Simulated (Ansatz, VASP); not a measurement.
ReBi: VASP beside Ansatz

```xyz
2
Lattice="0.0000 2.4706 2.4706 2.4706 0.0000 2.4706 2.4706 2.4706 0.0000" Properties=species:S:1:pos:R:3 pbc="T T T"
Re    0.0000    0.0000    0.0000
Bi    1.2353    1.2353    1.2353
```

Change from the starting cell: volume scaled by 0.5, PAW files.

Alike in both runs: task single point; functional PBE; k mesh 11 × 11 × 11; occupations fermi-dirac, width 0.1 eV; no spin polarisation.

|  | VASP | Ansatz |
| --- | --- | --- |
| version | VASP 6.6.1 | Ansatz 0.2.0 |
| potentials or method | VASP PAW PBE potentials, release 64 (Re, Bi_d) | PAW with Ansatz's default frozen-core files, scalar-relativistic |
| plane-wave cutoff (eV) | 520 | 420 |
| valence electrons in the cell | 22 | 30 |

```tsv
	VASP	Ansatz	Ansatz less VASP
pressure (GPa)	268.2	266.2	-2.08
```

Both programs put the cell under a high pressure, so it lies far from rest at this level. VASP's potentials hold 22 valence electrons a cell and Ansatz's 30, so a difference there can come from the potentials and not from the codes.

Spin-orbit coupling is off throughout. Noted on VASP's run: the cell as given lies far from equilibrium.
